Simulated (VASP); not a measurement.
Ca2SeO:

```
O Ca Se
1.0
     3.88286    0.00000    0.00000
     0.00000    3.88286    0.00000
     0.00000    0.00000    5.49445
O Ca Se
1 2 1
Cartesian
  0.0000 0.0000 0.0000
  0.0000 0.0000 2.7472
  1.9414 1.9414 0.0000
  1.9414 1.9414 2.7472
```

Base run:

* Program: VASP 6.6.1
* Functional: r2SCAN
* Potentials or basis: VASP PAW PBE potentials, release 64 (O, Ca_sv, Se)
* Cutoff: 520 eV
* k mesh: 6 × 6 × 6
* Occupations: gaussian, width 0.01 eV
* Spin: no spin polarisation

Its results: band gap on the k mesh 2.51 eV; pressure 0.4 GPa.

Q: The run is repeated on the same cell with these changes: functional from r2SCAN to PBE; occupations from gaussian, width 0.01 eV to fermi-dirac, width 0.02 eV. What comes out?

A: Band gap on the k mesh 2.05 eV; pressure 1.3 GPa.

Caveats: the PAW data sets were made with another functional, which shifts forces and pressure a little (at least some runs).

A k mesh can miss the band edges.
